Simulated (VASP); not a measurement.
AlNi, 2 atoms in the cell. The structure is trigonal, space group R-3m (No. 166). Conventional cell: a = 3.834 Å, b = 3.834 Å, c = 5.635 Å, α = 90.00°, β = 90.00°, γ = 120.00°. Within 3.2 Å of Al (site symmetry -3m) lie 8 Ni at 2.40 to 2.82 Å and 6 Al at 2.90 Å. Ni (site symmetry -3m) has 8 Al at 2.40 to 2.82 Å and 6 Ni at 2.90 Å within 3.2 Å.  This cell differs from its parent crystal: ratio of the length along [111] to the lengths across it x 1.2, volume and fractional coordinates fixed.

* Program: VASP 6.6.1
* Task: single point
* Functional: PBE
* Potentials or basis: VASP PAW PBE potentials, release 64 (Al, Ni)
* Cutoff: 520 eV
* k mesh: 18 × 18 × 18
* Occupations: gaussian, width 0.15 eV
* Spin: no spin polarisation
* Dipole correction: no
* Further INCAR settings: ALGO = Fast; EDIFF = 1e-06; NBANDS = 14

Potentials or basis: VASP PAW PBE potentials, release 64 (Al, Ni).

Run with:

```sh
$ cat potpaw_PBE.64/Al/POTCAR potpaw_PBE.64/Ni/POTCAR > POTCAR
$ mpirun -np 1 vasp_std > vasp.out
```

Hardware: 1 thread of Intel(R) Xeon(R) Platinum 8259CL CPU @ 2.50GHz (Skylake/Cascade Lake), with other jobs on the host.

Problem. Estimate the wall time of this run.

Solution. Wall time 2.1 min on 1 thread of Intel(R) Xeon(R) Platinum 8259CL CPU @ 2.50GHz (Skylake/Cascade Lake), with other jobs on the host, peak memory 0.31 GiB. Counts: scf iterations 16, k points 580.
